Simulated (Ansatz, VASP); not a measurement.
CsSnI3 in VASP and in Ansatz

```xyz
5
Lattice="6.1784 0.0000 0.0000 0.0000 6.1784 0.0000 0.0000 0.0000 6.1784" Properties=species:S:1:pos:R:3 pbc="T T T"
Cs    0.0000    0.0000    0.0000
Sn    3.0892    3.0892    3.0892
I     0.0000    3.0892    3.0892
I     3.0892    0.0000    3.0892
I     3.0892    3.0892    0.0000
```

Alike in both runs: task single point; functional r2SCAN; k mesh 4 × 4 × 4; no spin polarisation.

```csv
,VASP,Ansatz
version,VASP 6.6.1,Ansatz 0.2.0
potentials or method,"VASP PAW PBE potentials, release 64 (Cs_sv, Sn_d, I)","plane waves, PAW"
plane-wave cutoff (eV),520,500
occupations,"gaussian, width 0.01 eV",fixed
valence electrons in the cell,44,74
```

|  | VASP | Ansatz | Ansatz less VASP |
| --- | --- | --- | --- |
| gap on the k mesh at the Fermi level (eV) | 0.36 | 0.36 | +0.001 |
| pressure (GPa) | 0.6 | 0.6 | +0.01 |

VASP's potentials were made for PBE, not for r2SCAN. VASP's potentials hold 44 valence electrons a cell and Ansatz's 74, so a difference there can come from the potentials and not from the codes.

Neither program's run includes spin-orbit coupling.
